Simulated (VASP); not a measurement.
Fe:

```
Fe
1.0
    -1.43325    1.43325    1.43325
     1.43325   -1.43325    1.43325
     1.43325    1.43325   -1.43325
Fe
1
Direct
  0.00000 0.00000 0.00000
```

- Program: VASP 6.6.1
- Task: relaxation of cell and atoms
- Functional: revPBE
- Potentials or basis: VASP PAW PBE potentials, release 64 (Fe)
- Cutoff: 600 eV
- k mesh: 15 × 15 × 15
- Occupations: fermi-dirac, width 0.1 eV
- Spin: no spin polarisation

At the start: pressure -19.3 GPa; volume 11.78 Å³/atom.

Q: How do energy, volume and symmetry change on relaxing?

A: Over 4 steps the energy falls by 73.0 meV/atom and the volume is 10.68 Å³/atom (-9.3 %); space group Im-3m (No. 229, to 0.05 Å).

Step by step:
```csv
step,energy change (eV),largest force (eV/Å),pressure (GPa),volume (Å³)
1,0.0000,0.0000,-19.32,11.78
2,0.0484,0.0000,37.47,9.52
3,-0.0729,0.0000,-0.57,10.70
4,-0.0730,0.0000,-0.12,10.68
```

Final structure:
```xyz
1
Lattice="-1.3874 1.3874 1.3874 1.3874 -1.3874 1.3874 1.3874 1.3874 -1.3874" Properties=species:S:1:pos:R:3 pbc="T T T"
Fe    1.3874    1.3874   -1.3874
```

Caveat: the PAW data sets were made with another functional, which shifts forces and pressure a little; the run has no spin polarisation, though such a crystal can be magnetic.
